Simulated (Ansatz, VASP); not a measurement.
**Au in VASP and in Ansatz**

POSCAR

```
Au
1.0
    0.0000000000      2.0761825000      1.9841350000
    2.0761825000      0.0000000000      1.9841350000
    2.0761825000      2.0761825000      0.0000000000
Au
1
Direct
    0.0000000000      0.0000000000      0.0000000000
```

Contents of INCAR.step1:

```
SYSTEM = Au
PREC = Accurate
ENCUT = 520
ISMEAR = 1
SIGMA = 0.4
LREAL = .False.
LASPH = .True.
NELM = 60
NBANDS = 12
GGA = PE
ALGO = Normal
EDIFF = 1E-4
LWAVE = .True.
LCHARG = .False.
```

INCAR.step2

```
SYSTEM = Au
PREC = Accurate
ENCUT = 520
EDIFF = 1E-6
ISMEAR = 1
SIGMA = 0.4
LREAL = .False.
LASPH = .True.
NELM = 60
ALGO = Normal
ISIF = 2
LWAVE = .False.
LCHARG = .True.
METAGGA = R2SCAN
LMIXTAU = .True.
LELF = .True.
LVHAR = .True.
NBANDS = 12
ISTART = 1
```

KPOINTS

```
Automatic mesh
0
Gamma
  20 20 20
  0 0 0
```

Input for Ansatz:

```yaml
crystal:
  lattice:
    - [0.0, 2.0761825, 1.984135]
    - [2.0761825, 0.0, 1.984135]
    - [2.0761825, 2.0761825, 0.0]
  atoms:
    - { symbol: Au, position: [0.0, 0.0, 0.0] }
basis:
  ecutwfc: 500
kpoints:
  mp_grid: { grid: [20, 20, 20] }
hamiltonian:
  xc: r2scan
scf:
  occupations: { method: cold, width: 0.4 }
output:
  forces: true
  stress: true
  eigenvalues: true
```

Change from the starting cell: strain +0.015 along x and y, -0.030 along z, atoms carried along.

Alike in both runs: task single point; functional r2SCAN; k mesh 20 × 20 × 20; no spin polarisation.

```csv
,VASP,Ansatz
version,VASP 6.6.1,Ansatz 0.2.0
potentials or method,"VASP PAW PBE potentials, release 64 (Au), cutoff 520 eV","scalar-relativistic, plane waves, PAW"
occupations,"methfessel-paxton of order 1, width 0.4 eV","cold, width 0.4 eV"
valence electrons in the cell,11,19
```

```csv
,VASP,Ansatz,Ansatz less VASP
gap on the k mesh at the Fermi level (eV),none,none,-
pressure (GPa),4.5,4.2,-0.36
"traceless stress, the component that is largest in VASP (GPa)",0.78,0.57,-0.210
```

VASP's potentials were made for PBE, not for r2SCAN. A gap of «none» marks a metal or a gap that the smearing closes. VASP's potentials hold 11 valence electrons a cell and Ansatz's 19, so a difference there can come from the potentials and not from the codes.

Neither program's run includes spin-orbit coupling.
